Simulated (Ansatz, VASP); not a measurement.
**One calculation of Mg3Te2, two programs**

```
Mg Te
1.0
     5.15145    0.00000    0.00000
    -2.57573    4.46129    0.00000
     0.00000    0.00000    6.13724
Mg Te
3 2
Direct
  0.00000 0.00000 0.00000
  0.33333 0.66667 0.72369
  0.66667 0.33333 0.27631
  0.33333 0.66667 0.23745
  0.66667 0.33333 0.76255
```

Alike in both runs: task relaxation of cell and atoms; functional PBE; k mesh 12 × 12 × 6; occupations gaussian, width 0.1 eV; no spin polarisation.

```csv
,VASP,Ansatz
version,VASP 6.6.1,Ansatz 0.2.0
potentials or method,"VASP PAW PBE potentials, release 64 (Mg, Te), cutoff 600 eV","scalar-relativistic, plane waves, PAW"
valence electrons in the cell,18,62
```

VASP gave:

- gap on the k mesh at the Fermi level, each at its own relaxed structure (eV): none
- relaxed volume (Å³/atom): 28.23
- relaxed length of the cell vector where the two differ most in proportion (Å): 6.184

**Question.** What did Ansatz give for the same quantities?

**Answer.** gap on the k mesh at the Fermi level, each at its own relaxed structure (eV): none; relaxed volume (Å³/atom): 28.26; relaxed length of the cell vector where the two differ most in proportion (Å): 6.188.

A gap of «none» marks a metal or a gap that the smearing closes. VASP's potentials hold 18 valence electrons a cell and Ansatz's 62, so a difference there can come from the potentials and not from the codes.

Spin-orbit coupling is off throughout.
